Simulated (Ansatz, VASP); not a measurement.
**ZnRe: VASP beside Ansatz**

The input INCAR:

```
PREC = Accurate
ENCUT = 560
EDIFF = 1E-6
ISMEAR = 0
SIGMA = 0.1
LREAL = F
LASPH = T
NELM = 120
ALGO = Normal
ISIF = 2
LWAVE = F
LCHARG = T
GGA = RE
LELF = T
LVHAR = T
NBANDS = 20
GGA_COMPAT = F
```

KPOINTS

```
regular mesh
0
Gamma
  24 24 12
```

The input POSCAR:

```
ZnRe
1.0
    2.7431120854      0.0000000000      0.0000000000
   -1.3715560427      2.3756047514      0.0000000000
    0.0000000000      0.0000000000      4.4773604783
Zn Re
1 1
Direct
    0.0000000000      0.0000000000      0.0000000000
    0.3333333333      0.6666666667      0.5000000000
```

Input for Ansatz:

```yaml
crystal:
  lattice:
    - [2.7431120854, 0.0, 0.0]
    - [-1.3715560427, 2.3756047514, 0.0]
    - [0.0, 0.0, 4.4773604783]
  atoms:
    - { symbol: Zn, position: [0.0, 0.0, 0.0] }
    - { symbol: Re, position: [0.3333333333, 0.6666666667, 0.5] }
basis:
  ecutwfc: 420
kpoints:
  mp_grid: { grid: [24, 24, 12] }
hamiltonian:
  xc: revpbe
scf:
  occupations: { method: gaussian, width: 0.1 }
output:
  forces: true
  eigenvalues: true
  stress: true
```

Alike in both runs: task single point; functional revPBE; k mesh 24 × 24 × 12; occupations gaussian, width 0.1 eV; no spin polarisation.

```csv
,VASP,Ansatz
version,VASP 6.6.1,Ansatz 0.2.0
potentials or method,"VASP PAW PBE potentials, release 64 (Zn, Re_sv_GW), cutoff 560 eV","scalar-relativistic, plane waves, PAW"
valence electrons in the cell,27,27
```

Ansatz gave:

* gap on the k mesh at the Fermi level (eV): none
* pressure (GPa): 2.8
* traceless stress, the component that is largest in VASP (GPa): 0.16

Task: Which values does VASP return?

Result: gap on the k mesh at the Fermi level (eV): none; pressure (GPa): 2.3; traceless stress, the component that is largest in VASP (GPa): 0.37.

VASP's potentials were made for PBE, not for revPBE. A gap of «none» marks a metal or a gap that the smearing closes.

Neither program's run includes spin-orbit coupling.
